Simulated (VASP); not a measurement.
# PbF2 (Fluorocronite) (Fm-3m) in VASP: a series of runs

PbF2 (Fluorocronite) is run at these levels: PBE; tasks: single point.

Everything below comes from runs of VASP 6.6.1. Logs are shortened: lines on timing, memory, paths and dates and some standing lists are left out, and cuts for length are marked.

### 1 The cell of the first run

Symmetry: Fm-3m, No. 225, cubic system. The conventional cell has a = 5.631 Å, b = 5.631 Å, c = 5.631 Å, α = 90.00°, β = 90.00°, γ = 90.00°. Within 3.2 Å of Pb (site symmetry m-3m) lie 8 F at 2.44 Å. F (site symmetry -43m) has 4 Pb at 2.44 Å and 6 F at 2.82 Å within 3.2 Å.

### 2 Single point, PBE

The input, INCAR:

```
PREC = Accurate
ENCUT = 520
EDIFF = 1E-6
ISMEAR = 0
SIGMA = 0.01
LREAL = False
LASPH = True
NELM = 100
ALGO = Normal
ISIF = 2
LWAVE = False
LCHARG = False
GGA = PE
NBANDS = 21
```

The input, KPOINTS:

```
regular mesh
0
Gamma
  6 6 6
```

The input, POSCAR:

```
PbF2
1.0
    0.0000000000      2.8156053314      2.8156053314
    2.8156053314      0.0000000000      2.8156053314
    2.8156053314      2.8156053314      0.0000000000
Pb F
1 2
Direct
    0.0000000000      0.0000000000      0.0000000000
    0.2500000000      0.2500000000      0.2500000000
    0.7500000000      0.7500000000      0.7500000000
```

Potentials or basis: VASP PAW PBE potentials, release 64 (Pb_d, F).

On the command line:

```sh
cat potpaw_PBE.64/Pb_d/POTCAR potpaw_PBE.64/F/POTCAR > POTCAR
mpirun -np 1 vasp_std > vasp.out
```

OUTCAR:

```text
PREC = Accurate
   ENCUT = 520
   EDIFF = 1E-6
   ISMEAR = 0
   LREAL = False
   LASPH = True
   NELM = 100
   ISIF = 2
   GGA = PE

 ion  position               nearest neighbor table
   1  0.000  0.000  0.000-   3 2.44   3 2.44   3 2.44   2 2.44   2 2.44   2 2.44   3 2.44   2 2.44

   2  0.250  0.250  0.250-   1 2.44   1 2.44   1 2.44   1 2.44
   3  0.750  0.750  0.750-   1 2.44   1 2.44   1 2.44   1 2.44

  LATTYP: Found a face centered cubic cell.
 ALAT       =     5.6312106628

  Lattice vectors:

 A1 = (   0.0000000000,   2.8156053314,   2.8156053314)
 A2 = (   2.8156053314,   0.0000000000,   2.8156053314)
 A3 = (   2.8156053314,   2.8156053314,   0.0000000000)

Analysis of symmetry for initial positions (statically):
=====================================================================
 Subroutine PRICEL returns:
 Original cell was already a primitive cell.

 Routine SETGRP: Setting up the symmetry group for a
 face centered cubic supercell.

 Subroutine GETGRP returns: Found 48 space group operations
 (whereof 48 operations were pure point group operations)
 out of a pool of 48 trial point group operations.

The static configuration has the point symmetry O_h .

Analysis of symmetry for dynamics (positions and initial velocities):
=====================================================================
 Subroutine PRICEL returns:
 Original cell was already a primitive cell.

 Routine SETGRP: Setting up the symmetry group for a
 face centered cubic supercell.

 Subroutine GETGRP returns: Found 48 space group operations
 (whereof 48 operations were pure point group operations)
 out of a pool of 48 trial point group operations.

The dynamic configuration has the point symmetry O_h .

 Subroutine INISYM returns: Found 48 space group operations
 (whereof 48 operations are pure point group operations),
 and found     1 'primitive' translations

----------------------------------------------------------------------------------------

                                     Primitive cell

  volume of cell :      44.6422

  direct lattice vectors                    reciprocal lattice vectors
     0.000000000  2.815605331  2.815605331    -0.177581707  0.177581707  0.177581707
     2.815605331  0.000000000  2.815605331     0.177581707 -0.177581707  0.177581707
     2.815605331  2.815605331  0.000000000     0.177581707  0.177581707 -0.177581707

[... 73 lines left out ...]
   LASPH  =      T    aspherical Exc in radial PAW
   ENCUT  =  520.0 eV  38.22 Ry    6.18 a.u.   7.40  7.40  7.40*2*pi/ulx,y,z
   NELM   =    100;   NELMIN=  2; NELMDL= -5     # of ELM steps
   EDIFF  = 0.1E-05   stopping-criterion for ELM
   LREAL  =      F    real-space projection
   EDIFFG = 0.1E-04   stopping-criterion for IOM
   NSW    =      0    number of steps for IOM
   IBRION =     -1    ionic relax: 0-MD 1-quasi-New 2-CG
   NFREE  =      0    steps in history (QN), initial steepest desc. (CG)
   ISIF   =      2    stress and relaxation
   ISYM   =      2    0-nonsym 1-usesym 2-fastsym
   POTIM  = 0.5000    time-step for ionic-motion
   TEBEG  =    0.0;   TEEND  =   0.0 temperature during run
   PSTRESS=    0.0 pullay stress
   NELECT =      28.0000    total number of electrons
   NUPDOWN=      -1.0000    fix difference up-down
   EMIN   =  10.00;   EMAX   =-10.00  energy-range for DOS
   EFERMI =   0.00;   METHOD = LEGACY
   ISMEAR =     0;   SIGMA  =   0.01  broadening in eV -4-tet -1-fermi 0-gaus
   EFERMI_NEDOS =   21; number of points for ismear=-14 and -15
   IALGO  =     38    algorithm
   IMIX   =      4    mixing-type and parameters
     AMIX     =   0.40;   BMIX     =  1.00
     AMIX_MAG =   1.60;   BMIX_MAG =  1.00
  volume/ion in A,a.u.               =      14.88       100.42
  Fermi-wavevector in a.u.,A,eV,Ry     =   1.401347  2.648162 26.718765  1.963774
  Thomas-Fermi vector in A             =   2.524217
   LORBIT       =      0    0 simple, 1 ext, 2 COOP (PROOUT), +10 PAW based schemes
   GGA     = PE    functional components
   LHFCALC =     F    Hartree Fock is set to
   AEXX    =    0.0000 exact exchange contribution
   IVDW    =     0    specifies the selected vdW correction
   LEPSILON=     F    determine dielectric tensor
   LRPA    =     F    only Hartree local field effects (RPA)
 non-spin polarized calculation
 Gauss-broadening in eV      SIGMA  =   0.01
  energy-cutoff  :      520.00
  volume of cell :       44.64
 maximum number of plane-waves:      1243
 NGX is ok and might be reduce to    30
   NGX = 15   NGY = 15   NGZ = 15

 number of electron      28.0000031 magnetization

 Free energy of the ion-electron system (eV)
  ---------------------------------------------------
  ext. energy  EPLUGINS =         0.00000000
  ---------------------------------------------------
  free energy    TOTEN  =       -13.85667996 eV

  energy without entropy =      -13.85667996  energy(sigma->0) =      -13.85667996

 E-fermi :   4.1273     XC(G=0): -10.2005

 val. band max:        3.9853206943   @ k =  -0.3333   0.5000   0.1667
 cond. band min:       8.3526487446   @ k =   0.5000   0.5000   0.0000
 fundamental gap:      4.3673280503
 Fermi energy:         4.1273426145

 k-point     1 :       0.0000    0.0000    0.0000
  band No.  band energies     occupation
      1     -18.5364      2.00000
      2     -17.5877      2.00000
      3     -10.7782      2.00000
      4     -10.7782      2.00000
      5     -10.7782      2.00000
      6     -10.6244      2.00000
[... 373 lines left out ...]
     20      19.9161      0.00000
     21      20.6692      0.00000

------------------------ aborting loop because EDIFF is reached ----------------------------------------

  FORCE on cell =-STRESS in cart. coord.  units (eV):
  Direction    XX          YY          ZZ          XY          YZ          ZX
  --------------------------------------------------------------------------------------
  -------------------------------------------------------------------------------------
  Total        5.5198785      5.5198785      5.5198785      0.0000000      0.0000000     -0.0000000
  in kB      198.1046949    198.1046949    198.1046949      0.0000000      0.0000000     -0.0000000
  external PRESSURE =     198.1046949 kB  Pullay stress =       0.0000000 kB

 VOLUME and BASIS-vectors are now :
 -----------------------------------------------------------------------------
  energy-cutoff  :      520.00
  volume of cell :       44.64
      direct lattice vectors                 reciprocal lattice vectors
     0.000000000  2.815605331  2.815605331    -0.177581707  0.177581707  0.177581707
     2.815605331  0.000000000  2.815605331     0.177581707 -0.177581707  0.177581707
     2.815605331  2.815605331  0.000000000     0.177581707  0.177581707 -0.177581707

 POSITION                                       TOTAL-FORCE (eV/Angst)
 -----------------------------------------------------------------------------------
      0.00000      0.00000      0.00000         0.000000      0.000000      0.000000
      1.40780      1.40780      1.40780        -0.000000     -0.000000     -0.000000
      4.22341      4.22341      4.22341         0.000000      0.000000      0.000000
 -----------------------------------------------------------------------------------
    total drift:                                0.000000     -0.000000      0.000000

  FREE ENERGIE OF THE ION-ELECTRON SYSTEM (eV)
  ---------------------------------------------------
  free  energy   TOTEN  =       -13.8566799611 eV

  energy  without entropy=      -13.8566799611  energy(sigma->0) =      -13.85667996
```

stdout:

```text
POSCAR found type information on POSCAR PbF
 POSCAR found :  2 types and       3 ions
 scaLAPACK will be used
 LDA part: xc-table for (Slater+PW92), standard interpolation
 POSCAR, INCAR and KPOINTS ok, starting setup
 FFT: planning ... GRIDC
 FFT: planning ... GRID_SOFT
 FFT: planning ... GRID
 WAVECAR not read
 entering main loop
```

Wall time 9.4 s (1 thread of AMD EPYC 9R45 (Zen 5), shared host); peak memory 0.14 GiB.

Results:

```
Free energy            : -13.8567 eV
Pressure               : 19.8 GPa
Band gap on the k mesh : 4.37 eV, indirect (least direct gap 4.50 eV)
```

Caveat: spin-orbit coupling is left out, which moves the levels of the heavy elements.

### 3 Single point, PBE

This run uses another cell than the first one, of 16.06 Å³/atom, 1.079 times its volume.

The input, INCAR:

```
ALGO = Normal ; EDIFF = 1E-6
ENCUT = 520 ; GGA = PE
ISIF = 2 ; ISMEAR = 0
LASPH = T ; LCHARG = T
LELF = T ; LREAL = F
LVHAR = T ; LWAVE = F
NBANDS = 21 ; NELM = 80
PREC = Accurate ; SIGMA = 0.01
```

The input, KPOINTS:

```
k-points
0
Gamma
  6 6 6
```

The input, POSCAR:

```
PbF2
1.0
    0.0000000000      2.8882436422      2.8882436422
    2.8882436422      0.0000000000      2.8882436422
    2.8882436422      2.8882436422      0.0000000000
Pb F
1 2
Direct
    0.0000000000      0.0000000000      0.0000000000
    0.2500000000      0.2500000000      0.2500000000
    0.7500000000      0.7500000000      0.7500000000
```

Potentials or basis: VASP PAW PBE potentials, release 64 (Pb_d, F).

On the command line:

```sh
cat potpaw_PBE.64/Pb_d/POTCAR potpaw_PBE.64/F/POTCAR > POTCAR
mpirun -np 1 vasp_std > vasp.out
```

Run time: 10 s. Hardware: 1 thread of AMD EPYC 9R45 (Zen 5), shared host; peak memory 0.14 GiB.

Results (log left out):

```yaml
Free_energy: -14.1843 eV
Pressure: 9.8 GPa
Band_gap_on_the_k_mesh: 4.42 eV, indirect (least direct gap 4.54 eV)
```

Levels at points of the mesh, in eV from the valence-band top:
```tsv
k point	band 10	band 11	band 12	band 13	band 14	band 15	band 16	band 17	band 18	band 19
(0.00, 0.00, 0.00)	-2.97	-2.97	-2.47	-2.47	-2.47	6.86	6.86	6.86	10.85	15.32
(0.50, 0.00, 0.00)	-3.25	-3.25	-2.62	-2.62	-0.05	5.02	7.93	7.93	13.36	13.90
(0.50, 0.50, 0.00)	-4.22	-2.00	-1.98	-1.98	-0.12	4.42	8.20	8.20	8.79	14.54
```

Caveat: spin-orbit coupling is left out, which moves the levels of the heavy elements.

### 4 Single point, PBE

This run uses another cell than the first one, of 18.00 Å³/atom, 1.210 times its volume.

The input, INCAR:

```
ALGO     = Normal         # electronic algorithm
EDIFF    = 1E-6           # SCF threshold, eV
ENCUT    = 520            # plane-wave cutoff, eV
GGA      = PE             # functional
ISIF     = 2              # what is computed and relaxed
ISMEAR   = 0              # smearing method
LASPH    = True           # aspherical terms in the spheres
LCHARG   = True           # write CHGCAR
LELF     = True           # ELF
LREAL    = False          # projectors in reciprocal space
LVHAR    = True         
LWAVE    = False          # write WAVECAR
NBANDS   = 21             # bands
NELM     = 60             # most SCF steps
PREC     = Accurate       # precision mode
SIGMA    = 0.01           # smearing width, eV
```

KPOINTS is that of step 3.

The input, POSCAR:

```
PbF2
1.0
    0.0000000000      3.0000307919      3.0000307919
    3.0000307919      0.0000000000      3.0000307919
    3.0000307919      3.0000307919      0.0000000000
Pb F
1 2
Direct
    0.0000000000      0.0000000000      0.0000000000
    0.2500000000      0.2500000000      0.2500000000
    0.7500000000      0.7500000000      0.7500000000
```

On the command line:

```sh
cat potpaw_PBE.64/Pb_d/POTCAR potpaw_PBE.64/F/POTCAR > POTCAR
mpirun -np 1 vasp_std > vasp.out
```

Wall time 11 s (1 thread of AMD EPYC 9R45 (Zen 5), shared host); peak memory 0.14 GiB.

The run converged. Its results:

```yaml
Free_energy: -14.3509 eV
Pressure: -0.2 GPa
Band_gap_on_the_k_mesh: 4.43 eV, indirect (least direct gap 4.56 eV)
```

Levels at points of the mesh, in eV from the valence-band top:
| k point | band 12 | band 13 | band 14 | band 15 | band 16 | band 17 |
| --- | --- | --- | --- | --- | --- | --- |
| (0.00, 0.00, 0.00) | -1.75 | -1.75 | -1.75 | 6.74 | 6.74 | 6.74 |
| (0.50, 0.00, 0.00) | -1.92 | -1.92 | 0.00 | 5.04 | 7.56 | 7.56 |
| (0.50, 0.50, 0.00) | -1.35 | -1.34 | -0.13 | 4.43 | 7.77 | 7.77 |

Caveat: spin-orbit coupling is left out, which moves the levels of the heavy elements. A k mesh can miss the band edges.

### 5 Overview

| cell | gap on the mesh (eV) | pressure (GPa) |
| --- | --- | --- |
| a = 3.982 Å, angles 60.0°, 3 atoms | 4.37 | 19.8 |
| a = 4.085 Å, angles 60.0°, 3 atoms | 4.42 | 9.8 |
| a = 4.243 Å, angles 60.0°, 3 atoms | 4.43 | -0.2 |

Alike in all rows: task single point; level PBE; potentials or basis VASP PAW PBE potentials, release 64 (Pb_d, F); no spin polarisation; k mesh 6 × 6 × 6; cutoff (eV) 520; smearing gaussian 0.01 eV.

Caveats: spin-orbit coupling is left out, which moves the levels of the heavy elements.

Absolute energies hang on the potentials; compare differences alone.
